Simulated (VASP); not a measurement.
Crystal: Te.

```xyz
2
Lattice="0.0000 3.3652 3.3652 3.3652 0.0000 3.3652 3.3652 3.3652 0.0000" Properties=species:S:1:pos:R:3 pbc="T T T"
Te    3.3652    3.3652    3.3652
Te    5.0478    5.0478    5.0478
```

This isn't the form of Te at room conditions, which is trigonal, of chains.

```yaml
Program: VASP 6.6.1
Task: relaxation of cell and atoms
Functional: PBEsol
Potentials_or_basis: VASP PAW PBE potentials, release 64 (Te)
Cutoff: 600 eV
k_mesh: 4 × 4 × 4
Occupations: gaussian, width 0.1 eV
Spin: no spin polarisation
```

At the start: pressure 6.4 GPa; volume 38.11 Å³/atom.

Q: Where does the relaxation end?

A: Over 3 steps the energy falls by 110.3 meV/atom and the volume is 44.32 Å³/atom (+16.3 %); space group Fd-3m (No. 227, to 0.1 Å) before and after.

The path:
| step | energy change (eV) | largest force (eV/Å) | pressure (GPa) | volume (Å³) |
| --- | --- | --- | --- | --- |
| 1 | 0.0000 | 0.0000 | 6.41 | 76.22 |
| 2 | -0.1891 | 0.0000 | -1.67 | 94.31 |
| 3 | -0.2205 | 0.0000 | 0.01 | 88.63 |

Final structure:
```xyz
2
Lattice="0.0000 3.5388 3.5388 3.5388 0.0000 3.5388 3.5388 3.5388 0.0000" Properties=species:S:1:pos:R:3 pbc="T T T"
Te    3.5388    3.5388    3.5388
Te    5.3082    5.3082    5.3082
```

Caveat: the k points lie up to 0.38 Å⁻¹ apart in the final cell, too coarse for converged energies and pressures of a metal; the volume moved by over 15 % at a fixed basis, so the end points are rough; the PAW data sets were made with another functional, which shifts forces and pressure a little.
